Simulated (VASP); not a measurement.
# C in VASP: a series of runs

Runs on C. Level: PBE+D3(BJ). Tasks: single point.

Program: VASP 6.6.1. These are calculated values, not measurements. Logs are shortened: lines on timing, memory, paths and dates and some standing lists are left out, and cuts for length are marked.

## Step 1: The cell of the first run

The cell holds a slab with vacuum, 2 atoms: a = 2.465 Å, b = 2.465 Å, c = 20.011 Å, α = 90.00°, β = 90.00°, γ = 120.00°.

## Step 2: Single point, PBE+D3(BJ)

Input file INCAR:

```
  ALGO = Normal
  DIPOL = 0.5 0.5 0.500
  EDIFF = 1E-6
  ENCUT = 520
  GGA = PE
  GGA_COMPAT = False
  IDIPOL = 3
  ISIF = 2
  ISMEAR = 0
  IVDW = 12
  LASPH = True
  LCHARG = True
  LDIPOL = True
  LELF = True
  LREAL = False
  LVACPOTAV = True
  LVHAR = True
  LWAVE = False
  NBANDS = 11
  NELM = 120
  NELMDL = -8
  PREC = Accurate
  SIGMA = 0.05
```

Input file KPOINTS:

```
k-points
0
Gamma
  15 15 1
```

Input file POSCAR:

```
C
1.0
    2.4654321804      0.0000000000      0.0000000000
   -1.2327160902      2.1351268995      0.0000000000
    0.0000000000      0.0000000000     20.0111499825
C
2
Direct
    0.0000000000      0.0000000000      0.5000056206
    0.6666666667      0.3333333333      0.4999943794
```

Potentials or basis: VASP PAW PBE potentials, release 64 (C).

Run with:

```sh
> cat potpaw_PBE.64/C/POTCAR > POTCAR
> mpirun -np 1 vasp_std > vasp.out
```

OUTCAR:

```text
EDIFF = 1E-6
   ENCUT = 520
   GGA = PE
   ISIF = 2
   ISMEAR = 0
   IVDW = 12
   LASPH = True
   LREAL = False
   NELM = 120
   NELMDL = -8
   PREC = Accurate
 IVDW          = 12

 ion  position               nearest neighbor table
   1  0.000  0.000  0.500-   2 1.42   2 1.42   2 1.42
   2  0.667  0.333  0.500-   1 1.42   1 1.42   1 1.42

  LATTYP: Found a hexagonal cell.
 ALAT       =     2.4654321804
 C/A-ratio  =     8.1166905103

  Lattice vectors:

 A1 = (   2.4654321804,   0.0000000000,   0.0000000000)
 A2 = (  -1.2327160902,   2.1351268995,   0.0000000000)
 A3 = (   0.0000000000,   0.0000000000,  20.0111499825)

Analysis of symmetry for initial positions (statically):
=====================================================================
 Subroutine PRICEL returns:
 Original cell was already a primitive cell.

 Routine SETGRP: Setting up the symmetry group for a
 hexagonal supercell.

 Subroutine GETGRP returns: Found 12 space group operations
 (whereof  6 operations were pure point group operations)
 out of a pool of 24 trial point group operations.

The static configuration has the point symmetry C_3v.
 The point group associated with its full space group is D_3d.

Analysis of symmetry for dynamics (positions and initial velocities):
=====================================================================
 Subroutine PRICEL returns:
 Original cell was already a primitive cell.

 Routine SETGRP: Setting up the symmetry group for a
 hexagonal supercell.

 Subroutine GETGRP returns: Found 12 space group operations
 (whereof  6 operations were pure point group operations)
 out of a pool of 24 trial point group operations.

The dynamic configuration has the point symmetry C_3v.
 The point group associated with its full space group is D_3d.

 Subroutine INISYM returns: Found 12 space group operations
 (whereof  6 operations are pure point group operations),
 and found     1 'primitive' translations

----------------------------------------------------------------------------------------

                                     Primitive cell

  volume of cell :     105.3389

  direct lattice vectors                    reciprocal lattice vectors
     2.465432180  0.000000000  0.000000000     0.405608399  0.234178118  0.000000000
    -1.232716090  2.135126899  0.000000000     0.000000000  0.468356237  0.000000000
     0.000000000  0.000000000 20.011149983     0.000000000  0.000000000  0.049972141

  length of vectors
     2.465432180  2.465432180 20.011149983     0.468356237  0.468356237  0.049972141
[... 95 lines left out ...]
   EFERMI =   0.00;   METHOD = LEGACY
   ISMEAR =     0;   SIGMA  =   0.05  broadening in eV -4-tet -1-fermi 0-gaus
   EFERMI_NEDOS =   21; number of points for ismear=-14 and -15
   IALGO  =     38    algorithm
   IMIX   =      4    mixing-type and parameters
     AMIX     =   0.40;   BMIX     =  1.00
     AMIX_MAG =   1.60;   BMIX_MAG =  1.00
  volume/ion in A,a.u.               =      52.67       355.43
  Fermi-wavevector in a.u.,A,eV,Ry     =   0.693280  1.310109  6.539462  0.480637
  Thomas-Fermi vector in A             =   1.775449
   LORBIT       =      0    0 simple, 1 ext, 2 COOP (PROOUT), +10 PAW based schemes
   GGA     = PE    functional components
   LHFCALC =     F    Hartree Fock is set to
   AEXX    =    0.0000 exact exchange contribution
   IVDW    =    12    specifies the selected vdW correction
   LEPSILON=     F    determine dielectric tensor
   LRPA    =     F    only Hartree local field effects (RPA)
 non-spin polarized calculation
 Gauss-broadening in eV      SIGMA  =   0.05
  energy-cutoff  :      520.00
  volume of cell :      105.34
 maximum number of plane-waves:      2880
   NGX =  9   NGY =  9   NGZ = 75

 dipolmoment           0.000000      0.000000      0.000000 electrons x Angstroem

 number of electron       7.9999997 magnetization

 dipolmoment           0.000000      0.000000     -0.000000 electrons x Angstroem

 Free energy of the ion-electron system (eV)
  ---------------------------------------------------
  ext. energy  EPLUGINS =         0.00000000
  ---------------------------------------------------
  free energy    TOTEN  =       -18.44844886 eV

  energy without entropy =      -18.44794735  energy(sigma->0) =      -18.44819810

 E-fermi :  -2.7412     XC(G=0):  -2.1667

 val. band max:       -2.7412316275   @ k =   0.3333   0.3333   0.0000
 cond. band min:      -2.7412316249   @ k =   0.3333   0.3333   0.0000
 fundamental gap:      0.0000000026
 Fermi energy:        -2.7412316260

 k-point     1 :       0.0000    0.0000    0.0000
  band No.  band energies     occupation
      1     -22.2692      2.00000
      2     -10.3630      2.00000
      3      -5.7871      2.00000
      4      -5.7871      2.00000
      5       0.5178      0.00000
      6       1.3137      0.00000
      7       1.6615      0.00000
      8       2.5878      0.00000
      9       3.0225      0.00000
     10       5.3215      0.00000
     11       5.5686      0.00000
[... 309 lines left out ...]
 k-point    24 :       0.4000    0.2000    0.0000
  band No.  band energies     occupation
      1     -16.4178      2.00000
      2     -15.4293      2.00000
      3     -11.5901      2.00000
      4      -4.2434      2.00000
      5      -1.4424      0.00000
      6       8.0728      0.00000
      7       8.5851      0.00000
      8       9.1635      0.00000
      9       9.3917      0.00000
     10      10.3972      0.00000
     11      10.8481      0.00000

 [... further k-points ...]

------------------------ aborting loop because EDIFF is reached ----------------------------------------

 Edisp (eV)   -0.17724

 E8    (eV) :    -0.0555

  FORCE on cell =-STRESS in cart. coord.  units (eV):
  Direction    XX          YY          ZZ          XY          YZ          ZX
  --------------------------------------------------------------------------------------
  -------------------------------------------------------------------------------------
  Total       0.09667     0.09667    -0.01131     0.00000     0.00000    -0.00000
  in kB       1.47026     1.47026    -0.17201     0.00000     0.00000    -0.00000
  external pressure =        0.92 kB  Pullay stress =        0.00 kB

 VOLUME and BASIS-vectors are now :
 -----------------------------------------------------------------------------
  energy-cutoff  :      520.00
  volume of cell :      105.34
      direct lattice vectors                 reciprocal lattice vectors
     2.465432180  0.000000000  0.000000000     0.405608399  0.234178118  0.000000000
    -1.232716090  2.135126899  0.000000000     0.000000000  0.468356237  0.000000000
     0.000000000  0.000000000 20.011149983     0.000000000  0.000000000  0.049972141

 POSITION                                       TOTAL-FORCE (eV/Angst)
 -----------------------------------------------------------------------------------
      0.00000      0.00000     10.00569        -0.000000      0.000000     -0.003767
      1.23272      0.71171     10.00546         0.000000     -0.000000      0.003767
 -----------------------------------------------------------------------------------
    total drift:                               -0.000000      0.000000     -0.000000

  FREE ENERGIE OF THE ION-ELECTRON SYSTEM (eV)
  ---------------------------------------------------
  free  energy   TOTEN  =       -18.6256886737 eV

  energy  without entropy=      -18.6251871718  energy(sigma->0) =      -18.62543792

 vacuum level on the upper side and lower side of the slab         1.501         1.501
```

Wall time 47 s (1 thread of Intel Xeon Platinum 8488C (Sapphire Rapids), shared host); peak memory 0.2 GiB.

What came out:

```yaml
Free_energy: -18.6257 eV
Largest_force: 0.004 eV/Å
Band_gap_on_the_k_mesh: zero (filled and empty bands touch)
Dispersion_energy_per_atom: -0.089 eV
```

Forces in eV/Å, atoms in the order of the input:
```
C    0.000  0.000 -0.004
C    0.000  0.000  0.004
```

## Step 3: Single point, PBE+D3(BJ)

This run uses another cell than the first one.

Input file INCAR:

```
PREC = Accurate
ENCUT = 520
EDIFF = 1E-6
ISMEAR = 0
SIGMA = 0.05
LREAL = F
LASPH = T
NELM = 120
ALGO = Normal
ISIF = 2
LWAVE = F
LCHARG = F
LDIPOL = T
IDIPOL = 3
DIPOL = 0.5 0.5 0.500
GGA = PE
IVDW = 12
NBANDS = 11
GGA_COMPAT = F
NELMDL = -8
```

Input file KPOINTS:

```
regular mesh
0
Gamma
  15 15 1
```

Input file POSCAR:

```
C
1.0
    2.4599989200      0.0000000000      0.0000000000
   -1.2299994600      2.1304215600      0.0000000000
    0.0000000000      0.0000000000     20.0111499825
C
2
Direct
    0.0000000000      0.0000000000      0.4997214058
    0.6666666700      0.3333333300      0.5002785942
```

Potentials or basis: VASP PAW PBE potentials, release 64 (C).

Run with:

```sh
> cat potpaw_PBE.64/C/POTCAR > POTCAR
> mpirun -np 1 vasp_std > vasp.out
```

Run time: 42 s. Hardware: 1 thread of Intel Xeon Platinum 8488C (Sapphire Rapids), shared host; peak memory 0.21 GiB.

Results (log left out):

- Free energy: -18.6235 eV
- Largest force: 0.187 eV/Å
- Band gap on the k mesh: zero (filled and empty bands touch)
- Dispersion energy per atom: -0.089 eV

Forces in eV/Å, atoms in the order of the input:
```
C    0.000  0.000  0.187
C    0.000  0.000 -0.187
```

Levels at points of the mesh, in eV from the Fermi level:
```tsv
k point	band 2	band 3	band 4	band 5	band 6	band 7
(0.00, 0.00, 0.00)	-7.67	-3.04	-3.04	3.24	4.04	4.38
```
